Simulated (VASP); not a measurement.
Here is a VASP 6.6.1 calculation.

The input INCAR:

```
ALGO = Normal
EDIFF = 1E-6
ENCUT = 600
GGA = PE
GGA_COMPAT = F
ISIF = 2
ISMEAR = 0
LASPH = T
LCHARG = T
LELF = T
LREAL = F
LVHAR = T
LWAVE = F
NBANDS = 11
NELM = 120
PREC = Accurate
SIGMA = 0.02
```

KPOINTS

```
k-points
0
Gamma
  8 8 8
```

File POSCAR:

```
MgO
1.0
    0.0000000000      2.2992253555      2.2992253555
    2.2992253555      0.0000000000      2.2992253555
    2.2992253555      2.2992253555      0.0000000000
Mg O
1 1
Direct
    0.0000000000      0.0000000000      0.0000000000
    0.5000000000      0.5000000000      0.5000000000
```

Potentials or basis: VASP PAW PBE potentials, release 64 (Mg, O).

Command:

```bash
$ cat potpaw_PBE.64/Mg/POTCAR potpaw_PBE.64/O/POTCAR > POTCAR
$ mpirun -np 1 vasp_std > vasp.out
```

Question: What does it give for the pressure?

Answer: -22.4 GPa.

Question: Estimate the band gap on the k mesh.

Answer: 2.56 eV, direct.

Caveat: the cell differs from its parent crystal (Cd replaced by Mg, lengths x 0.991, strained).
